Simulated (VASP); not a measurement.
Input of a VASP 6.6.1 run:

Contents of INCAR:

```
PREC = Accurate ; ENCUT = 500
EDIFF = 1E-6 ; ISMEAR = -1
SIGMA = 0.1 ; LREAL = False
LASPH = True ; NELM = 120
ALGO = Normal ; ISIF = 2
LWAVE = False ; LCHARG = False
GGA = B5 ; ALDAX = 1.0
AGGAX = 1.0 ; AGGAC = 1.0
ALDAC = 0.0 ; NBANDS = 8
GGA_COMPAT = False
```

KPOINTS

```
regular mesh
0
Gamma
  13 13 13
```

The input POSCAR:

```
As
1.0
    0.0000000000      2.2051013431      2.2051013431
    2.2051013431      0.0000000000      2.2051013431
    2.2051013431      2.2051013431      0.0000000000
As
1
Direct
    0.0000000000      0.0000000000      0.0000000000
```

Potentials or basis: VASP PAW PBE potentials, release 64 (As).

The run is started by

```console
$ cat potpaw_PBE.64/As/POTCAR > POTCAR
$ mpirun -np 1 vasp_std > vasp.out
```

**Question.** Estimate the pressure.

**Answer.** 0.2 GPa.

**Question.** What does it give for the band gap on the k mesh?

**Answer.** Zero (an odd number of electrons rules out a gap without spin polarisation).

Caveat: the PAW data sets were made with another functional, which shifts forces and pressure a little.
